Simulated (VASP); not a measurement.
## TaN: single point with r2SCAN

The system is TaN.

```
Ta N
1.0
     0.00000    2.17900    2.17900
     2.17900    0.00000    2.17900
     2.17900    2.17900    0.00000
Ta N
1 1
Cartesian
  2.1790 2.1790 2.1790
  0.0000 0.0000 -0.0250
```

This cell differs from its parent crystal: all N atoms moved +0.025 Å, as atom 2 towards its neighbour atom 1 (Ta) at 2.179 Å.

| Property | Result |
| --- | --- |
| Program | VASP 6.6.1 |
| Task | single point |
| Functional | r2SCAN |
| Potentials or basis | VASP PAW PBE potentials, release 64 (Ta_sv_GW, N) |
| Cutoff | 770 eV |
| k mesh | 18 × 18 × 18 |
| Occupations | gaussian, width 0.15 eV |
| Spin | no spin polarisation |
| Dipole correction | no |
| Further INCAR settings | ALGO = Normal; EDIFF = 1e-06; NBANDS = 16 |

```
Pressure               : 10.0 GPa
Largest force          : 0.222 eV/Å
Band gap on the k mesh : zero (bands 9 and 10 overlap by 4.23 eV)
```

Forces in eV/Å, atoms in the order of the input:
```
Ta   0.000  0.000 -0.222
N    0.000  0.000  0.222
```

Stress tensor (GPa, compression positive):
```
 9.85  0.00  0.00
 0.00  9.85  0.00
 0.00  0.00 10.20
```

Levels at points of the mesh, in eV from the Fermi level:
```
           k point  band 5  band 6  band 7  band 8  band 9  band 10  band 11  band 12  band 13  band 14
(0.00, 0.00, 0.00)  -20.24   -4.27   -4.27   -4.26   -2.24    -2.22    -2.22     0.16     0.19     1.99
(0.50, 0.00, 0.00)  -17.08  -11.06   -8.20   -8.19    2.01     2.01     2.14     4.10     8.12     8.14
(0.50, 0.50, 0.00)  -19.01   -7.16   -5.81   -5.08   -5.08     2.33     3.71     3.71     5.01     7.69
(0.00, 0.50, 0.50)  -19.01   -7.16   -5.86   -5.09   -5.02     2.34     3.71     3.71     5.01     7.73
```

It took 6.4 min on 1 thread of Intel(R) Xeon(R) 6975P-C (Granite Rapids) (shared host), peak memory 0.42 GiB.

Caveat: the cell differs from its parent crystal (all N atoms moved +0.025 Å, as atom 2 towards its neighbour atom 1 (Ta) at 2.179 Å); the cell stands under pressure; the PAW data sets were made with another functional, which shifts forces and pressure a little; spin-orbit coupling is left out, which moves the levels of the heavy elements.
